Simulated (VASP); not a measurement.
Wanted: the native input for a VASP 6.6.1 run.

| Item | Value |
| --- | --- |
| Task | single point |
| Functional | PBE |
| Potentials or basis | VASP PAW PBE potentials, release 64 (Ca_sv, W_sv) |
| Cutoff | 520 eV |
| k mesh | 14 × 14 × 14 |
| Occupations | gaussian, width 0.1 eV |
| Spin | no spin polarisation |
| Dipole correction | no |
| Further INCAR settings | ALGO = Fast; EDIFF = 1e-06; NBANDS = 30 |

The structure of Ca3W lies in POSCAR:

```
Ca3W
1.0
   -2.4886167564      2.4886167564      4.5251590959
    2.4886167564     -2.4886167564      4.5251590959
    2.4886167564      2.4886167564     -4.5251590959
Ca W
3 1
Direct
    0.5000000000      0.5000000000      0.0000000000
    0.2500000000      0.7500000000      0.5000000000
    0.7500000000      0.2500000000      0.5000000000
    0.0000000000      0.0000000000      0.0000000000
```

The input as run:

INCAR

```
ALGO = Fast
EDIFF = 1E-6
ENCUT = 520
GGA = PE
ISIF = 2
ISMEAR = 0
LASPH = True
LCHARG = True
LELF = True
LREAL = False
LVHAR = True
LWAVE = False
NBANDS = 30
NELM = 100
PREC = Accurate
SIGMA = 0.1
```

KPOINTS

```
k-points
0
Gamma
  14 14 14
```

Potentials or basis: VASP PAW PBE potentials, release 64 (Ca_sv, W_sv).

The run is started by

```sh
$ cat potpaw_PBE.64/Ca_sv/POTCAR potpaw_PBE.64/W_sv/POTCAR > POTCAR
$ mpirun -np 1 vasp_std > vasp.out
```

Results of the run:

```
Pressure               : 0.1 GPa
Band gap on the k mesh : zero (bands 22 and 23 overlap by 0.63 eV)
```

Caveat: spin-orbit coupling is left out, which moves the levels of the heavy elements.

Run time: 34 min on 1 thread of Intel(R) Xeon(R) Platinum 8488C (Sapphire Rapids), on a shared host, peak memory 0.87 GiB.
